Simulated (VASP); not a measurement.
Runs of VASP 6.6.1 on HfO2. The structure is that of space group I4/mmm (No. 139), or close to it. The cells are those of the table. 

```tsv
cell	gap on the mesh (eV)	pressure (GPa)
a = 3.898, b = 3.617 Å, angles 62.4, 55.3, 62.4°, 3 atoms	(d)	-38.7
a = 3.357, b = 3.617 Å, angles 57.4, 65.2, 57.4°, 3 atoms	(c)	30.8
a = 3.755, b = 3.617 Å, angles 61.2, 57.6, 61.2°, 3 atoms	2.58	-31.4
a = 3.826, b = 3.617 Å, angles 61.8, 56.4, 61.8°, 3 atoms	1.99	-35.6
a = 3.484, b = 3.617 Å, angles 58.7, 62.5, 58.7°, 3 atoms	2.65	0.0
a = 3.861, b = 3.617 Å, angles 62.1, 55.9, 62.1°, 3 atoms	1.70	(a)
a = 3.550, b = 3.617 Å, angles 59.4, 61.3, 59.4°, 3 atoms	(b)	-10.7
a = 3.419, b = 3.617 Å, angles 58.1, 63.9, 58.1°, 3 atoms	1.95	13.6
```

Alike in all rows: task single point; level LDA; potentials or basis VASP PAW LDA potentials, release 64 (Hf_pv, O); no spin polarisation; k mesh 8 × 8 × 8; cutoff (eV) 520; smearing gaussian 0.05 eV.

**Question.** Estimate the missing entries.

**Answer.** (a) -37.2; (b) 3.20; (c) 1.09; (d) 1.40.

Caveats: spin-orbit coupling is left out, which moves the levels of the heavy elements.

A k mesh can miss the band edges, and the runs leave out spin-orbit coupling on Hf.
